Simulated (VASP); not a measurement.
Input of a VASP 6.6.1 run:

Contents of INCAR:

```
SYSTEM = AgCl
ALGO = Normal ; EDIFF = 1E-8
ENCUT = 520 ; GGA = PE
ISIF = 2 ; ISMEAR = -1
LASPH = .True. ; LCHARG = .False.
LEFG = .True. ; LREAL = .False.
LWAVE = .False. ; NBANDS = 16
NELM = 60 ; PREC = Accurate
SIGMA = 0.02
```

KPOINTS

```
k-points
0
Gamma
  8 8 8
  0 0 0
```

POSCAR

```
AgCl
1.0
    0.0000000000      2.7731500000      2.8008815000
    2.7731500000      0.0000000000      2.8008815000
    2.7731500000      2.7731500000      0.0000000000
Ag Cl
1 1
Direct
    0.5000000000      0.5000000000      0.5000000000
    0.0000000000      0.0000000000      0.0000000000
```

Potentials or basis: VASP PAW PBE potentials, release 64 (Ag, Cl).

Run with:

```bash
$ cat potpaw_PBE.64/Ag/POTCAR potpaw_PBE.64/Cl/POTCAR > POTCAR
$ mpirun -np 1 vasp_std > vasp.out
```

Task: Predict the band gap on the k mesh.

Result: 0.88 eV (least direct gap 3.15 eV).

Task: Estimate the pressure.

Result: 1.0 GPa.

Electric field gradients, principal values (V/Å²):
| atom | least | middle | greatest (by size) |
| --- | --- | --- | --- |
| 1 Ag | -2.793 | -2.793 | 5.586 |
| 2 Cl | 2.436 | 2.437 | -4.874 |

Caveat: the cell differs from its parent crystal (zz strain of +1 %); without QUAD_EFG the Cq values of the log hold for a quadrupole moment of 1 mb, not for the nuclei. A k mesh can miss the band edges.
